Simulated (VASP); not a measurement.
Here is a VASP 6.6.1 calculation.

The input INCAR:

```
SYSTEM = Hf4Br
PREC = Accurate
ENCUT = 600
EDIFF = 1E-6
ISMEAR = 0
SIGMA = 0.1
LREAL = .FALSE.
LASPH = .TRUE.
NELM = 100
ALGO = Normal
ISIF = 3
LWAVE = .FALSE.
LCHARG = .FALSE.
GGA = PE
IBRION = 2
NSW = 100
EDIFFG = -0.01
```

KPOINTS

```
regular mesh
0
G
  10 10 4
  0 0 0
```

POSCAR

```
Hf4Br
1.0
    3.6791008912      0.0000000000      0.0000000000
    0.0000000000      3.6791008912      0.0000000000
    0.0000000000      0.0000000000      9.3097114196
Hf Br
4 1
Direct
    0.0000000000      0.0000000000      0.5000000000
    0.5000000000      0.5000000000      0.0000000000
    0.5000000000      0.5000000000      0.6712913565
    0.5000000000      0.5000000000      0.3287086435
    0.0000000000      0.0000000000      0.0000000000
```

Potentials or basis: VASP PAW PBE potentials, release 64 (Hf_pv, Br).

Command:

```sh
$ cat potpaw_PBE.64/Hf_pv/POTCAR potpaw_PBE.64/Br/POTCAR > POTCAR
$ mpirun -np 1 vasp_std > vasp.out
```

Predict the relaxed volume.

25.17 Å³/atom.

Predict the space group after relaxing (to 0.1 Å).

P4/mmm (No. 123).

What does it give for the relaxed cell?

a = 3.662 Å, b = 3.662 Å, c = 9.382 Å, α = 90.00°, β = 90.00°, γ = 90.00°.

Predict the band gap on the k mesh.

zero (an odd number of electrons rules out a gap without spin polarisation).

Step by step:
```
step  energy change (eV)  largest force (eV/Å)  pressure (GPa)  volume (Å³)
   1              0.0000                0.0662           -0.25       126.01
   2             -0.0013                0.0110            0.27       125.30
   3             -0.0014                0.0021            0.19       125.42
   4             -0.0020                0.0148            0.07       125.72
   5             -0.0021                0.0260           -0.01       125.93
   6             -0.0021                0.0249           -0.01       125.91
   7             -0.0021                0.0200            0.03       125.82
   8             -0.0021                0.0243            0.00       125.90
   9             -0.0022                0.0195           -0.01       125.91
  10             -0.0023                0.0002           -0.06       125.93
  11             -0.0023                0.0014           -0.01       125.84
```

Caveat: spin-orbit coupling is left out, which moves the levels of the heavy elements; an odd number of electrons without spin polarisation forces a metal; a magnetic or distorted state may lie lower.
